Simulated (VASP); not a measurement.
Wanted: the native input for a VASP 6.6.1 run.

```yaml
Task: single point
Functional: PBE
Potentials_or_basis: VASP PAW PBE potentials, release 64 (Ni, O)
Cutoff: 520 eV
k_mesh: 22 × 22 × 22
Occupations: gaussian, width 0.15 eV
Spin: collinear spin, ferromagnetic start
Starting_moments: "[1.61, 0.33] μB"
Dipole_correction: no
Further_INCAR_settings: ALGO = Normal; EDIFF = 1e-06; NBANDS = 19
```

The structure of NiO lies in POSCAR:

```
NiO
1.0
    0.0000000000      2.0913100000      2.0913100000
    2.0913100000      0.0000000000      2.0913100000
    2.0913100000      2.0913100000      0.0000000000
Ni O
1 1
Direct
    0.0000000000      0.0000000000      0.0000000000
    0.5000000000      0.5000000000      0.5000000000
```

One way to write it, as run:

INCAR

```
PREC = Accurate
ENCUT = 520
EDIFF = 1E-6
ISMEAR = 0
SIGMA = 0.15
LREAL = F
LASPH = T
NELM = 150
ALGO = Normal
ISIF = 2
LWAVE = F
LCHARG = F
ISPIN = 2
MAGMOM = 1.61 0.33
LORBIT = 11
LMAXMIX = 4
GGA = PE
NBANDS = 19
```

KPOINTS

```
regular mesh
0
Gamma
  22 22 22
```

Potentials or basis: VASP PAW PBE potentials, release 64 (Ni, O).

Run with:

```console
$ cat potpaw_PBE.64/Ni/POTCAR potpaw_PBE.64/O/POTCAR > POTCAR
$ mpirun -np 1 vasp_std > vasp.out
```

It gave:

```yaml
Pressure: 3.7 GPa
Net_moment: 1.70 μB per cell
Site_moments: Ni +1.40; O +0.25 μB
Valence_electrons_inside_the_program's_atomic_spheres: Ni 8.98; O 4.98
```

Caveat: the cell stands under pressure; a cell with one magnetic atom can't hold antiferromagnetic order, which such compounds often take.

It took 4.4 min on 1 thread of Intel Xeon 8259CL, on a shared host, peak memory 0.3 GiB.
